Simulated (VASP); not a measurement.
# Sn2F (P-3m1) in VASP: single point with PBE

Aim: the single point of Sn2F with PBE.

Program: VASP 6.6.1. These are calculated values, not measurements. Logs are shortened: lines on timing, memory, paths and dates and some standing lists are left out, and cuts for length are marked.

**1. The cell of the first run**

The structure is trigonal, space group P-3m1 (No. 164). The conventional cell has a = 4.737 Å, b = 4.737 Å, c = 3.296 Å, α = 90.00°, β = 90.00°, γ = 120.00°. Sn (site symmetry 3m) has 6 F at 2.84 to 3.72 Å and 8 Sn at 3.14 to 3.30 Å within 3.8 Å. Within 3.8 Å of F (site symmetry -3m) lie 12 Sn at 2.84 to 3.72 Å and 2 F at 3.30 Å.

**2. Single point, PBE**

POSCAR reads:

```
Sn2F
1.0
    4.7374146717      0.0000000000      0.0000000000
   -2.3687073358      4.1027214539      0.0000000000
    0.0000000000      0.0000000000      3.2960577925
Sn F
2 1
Direct
    0.3333333333      0.6666666667      0.2328572877
    0.6666666667      0.3333333333      0.7671427123
    0.0000000000      0.0000000000      0.0000000000
```

INCAR.step1 reads:

```
PREC = Accurate
ENCUT = 520
EDIFF = 1E-6
ISMEAR = 0
SIGMA = 0.1
LREAL = F
LASPH = T
NELM = 60
ALGO = Fast
ISIF = 2
LWAVE = F
LCHARG = T
GGA = PE
NBANDS = 24
```

KPOINTS.step1 reads:

```
Automatic mesh
0
Gamma
  12 12 14
```

INCAR.step2 reads:

```
PREC = Accurate
ENCUT = 520
EDIFF = 1E-6
ISMEAR = -5
SIGMA = 0.1
LREAL = F
LASPH = T
NELM = 60
ALGO = Fast
ISIF = 2
LWAVE = F
LCHARG = F
GGA = PE
LORBIT = 10
NEDOS = 1001
ICHARG = 11
```

KPOINTS.step2 reads:

```
Automatic mesh
0
Gamma
  18 18 21
```

Potentials or basis: VASP PAW PBE potentials, release 64 (Sn_d, F).

Command:

```
cat potpaw_PBE.64/Sn_d/POTCAR potpaw_PBE.64/F/POTCAR > POTCAR
cp INCAR.step1 INCAR
cp KPOINTS.step1 KPOINTS
mpirun -np 1 vasp_std > vasp.out
cp INCAR.step2 INCAR
cp KPOINTS.step2 KPOINTS
mpirun -np 1 vasp_std > vasp.out
```

OUTCAR:

```text
PREC = Accurate
   ENCUT = 520
   EDIFF = 1E-6
   ISMEAR = -5
   LREAL = F
   LASPH = T
   NELM = 60
   ISIF = 2
   GGA = PE
   LORBIT = 10
   ICHARG = 11

 ion  position               nearest neighbor table
   1  0.333  0.667  0.233-   2 3.14   2 3.14   2 3.14   2 3.25   2 3.25   2 3.25
   2  0.667  0.333  0.767-   1 3.14   1 3.14   1 3.14   1 3.25   1 3.25   1 3.25
   3  0.000  0.000  0.000-

  LATTYP: Found a hexagonal cell.
 ALAT       =     4.7374146717
 C/A-ratio  =     0.6957503239

  Lattice vectors:

 A1 = (   4.7374146717,   0.0000000000,   0.0000000000)
 A2 = (  -2.3687073358,   4.1027214539,   0.0000000000)
 A3 = (   0.0000000000,   0.0000000000,   3.2960577925)

Analysis of symmetry for initial positions (statically):
=====================================================================
 Subroutine PRICEL returns:
 Original cell was already a primitive cell.

 Routine SETGRP: Setting up the symmetry group for a
 hexagonal supercell.

 Subroutine GETGRP returns: Found 12 space group operations
 (whereof 12 operations were pure point group operations)
 out of a pool of 24 trial point group operations.

The static configuration has the point symmetry D_3d.

Analysis of symmetry for dynamics (positions and initial velocities):
=====================================================================
 Subroutine PRICEL returns:
 Original cell was already a primitive cell.

 Routine SETGRP: Setting up the symmetry group for a
 hexagonal supercell.

 Subroutine GETGRP returns: Found 12 space group operations
 (whereof 12 operations were pure point group operations)
 out of a pool of 24 trial point group operations.

The dynamic configuration has the point symmetry D_3d.

 Subroutine INISYM returns: Found 12 space group operations
 (whereof 12 operations are pure point group operations),
 and found     1 'primitive' translations

----------------------------------------------------------------------------------------

                                     Primitive cell

  volume of cell :      64.0631

  direct lattice vectors                    reciprocal lattice vectors
     4.737414672  0.000000000  0.000000000     0.211085596  0.121870326  0.000000000
    -2.368707336  4.102721454  0.000000000     0.000000000  0.243740651  0.000000000
     0.000000000  0.000000000  3.296057793     0.000000000  0.000000000  0.303392739

  length of vectors
     4.737414672  4.737414672  3.296057793     0.243740651  0.243740651  0.303392739

  position of ions in fractional coordinates (direct lattice)
     0.333333333  0.666666667  0.232857288
     0.666666667  0.333333333  0.767142712
     0.000000000  0.000000000  0.000000000

  ion indices of the primitive-cell ions
   primitive index   ion index
                 1           1
                 2           2
                 3           3

----------------------------------------------------------------------------------------

 KPOINTS: Automatic mesh

Automatic generation of k-mesh.
 Grid dimensions read from file:
 generate k-points for:   18   18   21

 Generating k-lattice:

  Cartesian coordinates                     Fractional coordinates (reciprocal lattice)
     0.011726978  0.006770574  0.000000000     0.055555556  0.000000000  0.000000000
     0.000000000  0.013541147  0.000000000     0.000000000  0.055555556  0.000000000
     0.000000000  0.000000000  0.014447273     0.000000000  0.000000000  0.047619048

  Length of vectors
     0.013541147  0.013541147  0.014447273

  Shift w.r.t. Gamma in fractional coordinates (k-lattice)
     0.000000000  0.000000000  0.000000000

 TETIRR: Found  10041 inequivalent tetrahedra from    40824

 Subroutine IBZKPT returns following result:
 ===========================================

 Found    677 irreducible k-points:

 Following reciprocal coordinates:
            Coordinates               Weight
  0.000000  0.000000  0.000000      1.000000
  0.055556 -0.000000  0.000000      6.000000
  0.111111 -0.000000  0.000000      6.000000
  0.166667 -0.000000  0.000000      6.000000
  0.222222  0.000000  0.000000      6.000000
  0.277778  0.000000  0.000000      6.000000
[... 16 lines left out ...]
  0.333333  0.111111  0.000000     12.000000
  0.388889  0.111111  0.000000     12.000000
 [... further k-points ...]
   k-points           NKPTS =    677   k-points in BZ     NKDIM =    677   number of bands    NBANDS=     21
   number of dos      NEDOS =   1001   number of ions     NIONS =      3
   total plane-waves  NPLWV =  36288
   dimension x,y,z NGX =    36 NGY =   36 NGZ =   28
   dimension x,y,z NGXF=    72 NGYF=   72 NGZF=   56
   ions per type =               2   1
   NGX,Y,Z   is equivalent  to a cutoff of  12.63, 12.63, 14.12 a.u.
   NGXF,Y,Z  is equivalent  to a cutoff of  25.27, 25.27, 28.25 a.u.
 SYSTEM =  unknown system
   PREC   = accura    normal or accurate (medium, high low for compatibility)
   ISTART =      0    job   : 0-new  1-cont  2-samecut
   ICHARG =     11    charge: 1-file 2-atom 10-const
   ISPIN  =      1    spin polarized calculation?
   LNONCOLLINEAR =      F non collinear calculations
   LSORBIT =      F    spin-orbit coupling
   LASPH  =      T    aspherical Exc in radial PAW
   ENCUT  =  520.0 eV  38.22 Ry    6.18 a.u.   8.81  8.81  6.13*2*pi/ulx,y,z
   NELM   =     60;   NELMIN=  2; NELMDL=  0     # of ELM steps
   EDIFF  = 0.1E-05   stopping-criterion for ELM
   LREAL  =      F    real-space projection
[... 7 lines left out ...]
   TEBEG  =    0.0;   TEEND  =   0.0 temperature during run
   PSTRESS=    0.0 pullay stress
   NELECT =      35.0000    total number of electrons
   NUPDOWN=      -1.0000    fix difference up-down
   EMIN   =  10.00;   EMAX   =-10.00  energy-range for DOS
   EFERMI =   0.00;   METHOD = LEGACY
   ISMEAR =    -5;   SIGMA  =   0.10  broadening in eV -4-tet -1-fermi 0-gaus
   EFERMI_NEDOS =   21; number of points for ismear=-14 and -15
   IALGO  =     68    algorithm
   IMIX   =      4    mixing-type and parameters
     AMIX     =   0.40;   BMIX     =  1.00
     AMIX_MAG =   1.60;   BMIX_MAG =  1.00
  volume/ion in A,a.u.               =      21.35       144.11
  Fermi-wavevector in a.u.,A,eV,Ry     =   1.338325  2.529067 24.369565  1.791112
  Thomas-Fermi vector in A             =   2.466804
   LORBIT       =     10    0 simple, 1 ext, 2 COOP (PROOUT), +10 PAW based schemes
   GGA     = PE    functional components
   LHFCALC =     F    Hartree Fock is set to
   AEXX    =    0.0000 exact exchange contribution
   IVDW    =     0    specifies the selected vdW correction
   LEPSILON=     F    determine dielectric tensor
   LRPA    =     F    only Hartree local field effects (RPA)
 non-spin polarized calculation
 RMM-DIIS sequential band-by-band and
 Fermi weights with tetrahedron method with Bloechl corrections
  energy-cutoff  :      520.00
  volume of cell :       64.06
 maximum number of plane-waves:      1752

 number of electron      35.0000005 magnetization

 Free energy of the ion-electron system (eV)
  ---------------------------------------------------
  ext. energy  EPLUGINS =         0.00000000
  ---------------------------------------------------
  free energy    TOTEN  =       -11.89058886 eV

  energy without entropy =      -11.89058886  energy(sigma->0) =      -11.89058886

 E-fermi :   6.6839     XC(G=0): -10.2061

 val. band max:        6.7575296639   @ k =   0.2778   0.1111   0.3333
 cond. band min:       6.6032272662   @ k =  -0.1667  -0.4444   0.3333
 fundamental gap:     -0.1543023977
 Fermi energy:         6.6839127987

 k-point     1 :       0.0000    0.0000    0.0000
  band No.  band energies     occupation
      1     -15.5196      2.00000
      2     -14.9767      2.00000
      3     -14.9016      2.00000
      4     -14.9016      2.00000
      5     -14.8505      2.00000
      6     -14.8505      2.00000
[... 13 lines left out ...]
     20      10.9050      0.00000
     21      10.9051      0.00000

 k-point     2 :       0.0556   -0.0000    0.0000
  band No.  band energies     occupation
      1     -15.5206      2.00000
      2     -14.9759      2.00000
      3     -14.9028      2.00000
      4     -14.9014      2.00000
      5     -14.8542      2.00000
      6     -14.8531      2.00000
[... 13 lines left out ...]
     20      10.8391      0.00000
     21      10.9422      0.00000

 k-point     3 :       0.1111   -0.0000    0.0000
  band No.  band energies     occupation
      1     -15.5229      2.00000
      2     -14.9737      2.00000
      3     -14.9059      2.00000
      4     -14.9005      2.00000
      5     -14.8607      2.00000
      6     -14.8562      2.00000
[... 13 lines left out ...]
     20      10.6753      0.00000
     21      11.0534      0.00000

 k-point     4 :       0.1667   -0.0000    0.0000
  band No.  band energies     occupation
      1     -15.5268      2.00000
      2     -14.9701      2.00000
      3     -14.9106      2.00000
      4     -14.8989      2.00000
      5     -14.8668      2.00000
      6     -14.8569      2.00000
[... 13 lines left out ...]
     20      10.5065      0.00000
     21      11.2368      0.00000

 k-point     5 :       0.2222    0.0000    0.0000
  band No.  band energies     occupation
      1     -15.5318      2.00000
      2     -14.9650      2.00000
      3     -14.9159      2.00000
      4     -14.8962      2.00000
      5     -14.8719      2.00000
      6     -14.8572      2.00000
[... 13 lines left out ...]
     20      10.4970      0.00000
     21      11.4872      0.00000
[... 382 lines left out ...]
     20      10.7462      0.00000
     21      12.1710      0.00000

 k-point    22 :       0.2778    0.1111    0.0000
  band No.  band energies     occupation
      1     -15.5448      2.00000
      2     -14.9505      2.00000
      3     -14.9246      2.00000
      4     -14.8885      2.00000
      5     -14.8798      2.00000
      6     -14.8606      2.00000
[... 13 lines left out ...]
     20      11.0265      0.00000
     21      12.6419      0.00000

 k-point    23 :       0.3333    0.1111    0.0000
  band No.  band energies     occupation
      1     -15.5494      2.00000
      2     -14.9431      2.00000
      3     -14.9269      2.00000
      4     -14.8872      2.00000
      5     -14.8857      2.00000
      6     -14.8620      2.00000
[... 13 lines left out ...]
     20      11.3465      0.00000
     21      13.0523      0.00000

 k-point    24 :       0.3889    0.1111    0.0000
  band No.  band energies     occupation
      1     -15.5524      2.00000
      2     -14.9376      2.00000
      3     -14.9267      2.00000
      4     -14.8948      2.00000
      5     -14.8846      2.00000
      6     -14.8611      2.00000
[... 13 lines left out ...]
     20      11.6832      0.00000
     21      12.9875      0.00000

 [... further k-points ...]
[... 5 lines left out ...]
  --------------------------------------------------------------------------------------
  -------------------------------------------------------------------------------------
  Total       -0.0698455     -0.0698455     -0.0820158     -0.0000000     -0.0000000     -0.0000000
  in kB       -1.7467914     -1.7467914     -2.0511620     -0.0000000     -0.0000000     -0.0000000
  external PRESSURE =      -1.8482483 kB  Pullay stress =       0.0000000 kB

 VOLUME and BASIS-vectors are now :
 -----------------------------------------------------------------------------
  energy-cutoff  :      520.00
  volume of cell :       64.06
      direct lattice vectors                 reciprocal lattice vectors
     4.737414672  0.000000000  0.000000000     0.211085596  0.121870326  0.000000000
    -2.368707336  4.102721454  0.000000000     0.000000000  0.243740651  0.000000000
     0.000000000  0.000000000  3.296057793     0.000000000  0.000000000  0.303392739

 POSITION                                       TOTAL-FORCE (eV/Angst)
 -----------------------------------------------------------------------------------
     -0.00000      2.73515      0.76751        -0.000000      0.000000      0.002555
      2.36871      1.36757      2.52855         0.000000      0.000000     -0.002555
      0.00000      0.00000      0.00000         0.000000      0.000000      0.000000
 -----------------------------------------------------------------------------------
    total drift:                               -0.000000      0.000000     -0.000000

  FREE ENERGIE OF THE ION-ELECTRON SYSTEM (eV)
  ---------------------------------------------------
  free  energy   TOTEN  =       -11.8905888584 eV

  energy  without entropy=      -11.8905888584  energy(sigma->0) =      -11.89058886

 total charge

# of ion       s       p       d       tot
------------------------------------------
    1        1.292   0.836   9.977  12.105
    2        1.292   0.836   9.977  12.105
    3        1.747   4.275   0.000   6.022
--------------------------------------------------
tot          4.332   5.947  19.954  30.233
```

It took 16 min on 1 thread of Oxide Virtual Turin-like, shared host; peak memory 0.8 GiB.

Results:

| Property | Result |
| --- | --- |
| Valence electrons inside the program's atomic spheres | Sn 12.11; F 6.02 |

Caveat: spin-orbit coupling is left out, which moves the levels of the heavy elements.
